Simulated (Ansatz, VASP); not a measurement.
**One calculation of SrTiO3, two programs**

INCAR

```
SYSTEM = SrTiO3
ALGO = Normal ; EDIFF = 1E-8
ENCUT = 520 ; GGA = PS
ISIF = 2 ; ISMEAR = -1
LASPH = .TRUE. ; LCHARG = .FALSE.
LEFG = .TRUE. ; LREAL = .FALSE.
LWAVE = .FALSE. ; NBANDS = 28
NELM = 80 ; PREC = Accurate
SIGMA = 0.05
```

KPOINTS

```
k-points
0
G
  7 7 7
  0 0 0
```

File POSCAR:

```
SrTiO3
1.0
    3.9050000000     -0.0195250000     -0.0195250000
   -0.0195250000      3.9050000000     -0.0195250000
   -0.0195250000     -0.0195250000      3.9050000000
Sr Ti O
1 1 3
Direct
    0.0000000000      0.0000000000      0.0000000000
    0.5000000000      0.5000000000      0.5000000000
    0.0000000000      0.5000000000      0.5000000000
    0.5000000000      0.0000000000      0.5000000000
    0.5000000000      0.5000000000      0.0000000000
```

Input for Ansatz:

```yaml
crystal:
  lattice:
    - [3.905, -0.019525, -0.019525]
    - [-0.019525, 3.905, -0.019525]
    - [-0.019525, -0.019525, 3.905]
  atoms:
    - { symbol: Sr, position: [0.0, 0.0, 0.0] }
    - { symbol: Ti, position: [0.5, 0.5, 0.5] }
    - { symbol: O, position: [0.0, 0.5, 0.5] }
    - { symbol: O, position: [0.5, 0.0, 0.5] }
    - { symbol: O, position: [0.5, 0.5, 0.0] }
kpoints:
  mp_grid: { grid: [7, 7, 7] }
scf:
  occupations: { method: fermi_dirac, width: 0.05 }
hamiltonian:
  xc: pbesol
  pseudopotentials: { kind: paw }
output:
  forces: true
  stress: true
  eigenvalues: true
  efg: { contact_densities: true }
  write_density: true
  write_potential: true
  elf: true
  volumetric_format: npy
```

Change from the starting cell: equal xy, yz and zx shear strains of -1 %, PAW files.

Alike in both runs: task electric field gradients; functional PBEsol; k mesh 7 × 7 × 7; occupations fermi-dirac, width 0.05 eV; no spin polarisation.

|  | VASP | Ansatz |
| --- | --- | --- |
| version | VASP 6.6.1 | Ansatz 0.2.0 |
| potentials or method | VASP PAW PBE potentials, release 64 (Sr_sv, Ti_sv, O) | PAW with Ansatz's default frozen-core files, scalar-relativistic |
| plane-wave cutoff (eV) | 520 | 420 |
| valence electrons in the cell | 40 | 40 |

|  | VASP | Ansatz | Ansatz less VASP |
| --- | --- | --- | --- |
| gap on the k mesh at the Fermi level (eV) | 1.82 | 1.85 | +0.032 |
| pressure (GPa) | -1.3 | -1.9 | -0.66 |
| traceless stress, the component that is largest in VASP (GPa) | 1.13 | 1.13 | -0.004 |
| size of Vzz on the site where it differs most (V/Å²) | 9.7 | 11.2 | +1.53 |

VASP's potentials were made for PBE, not for PBEsol.
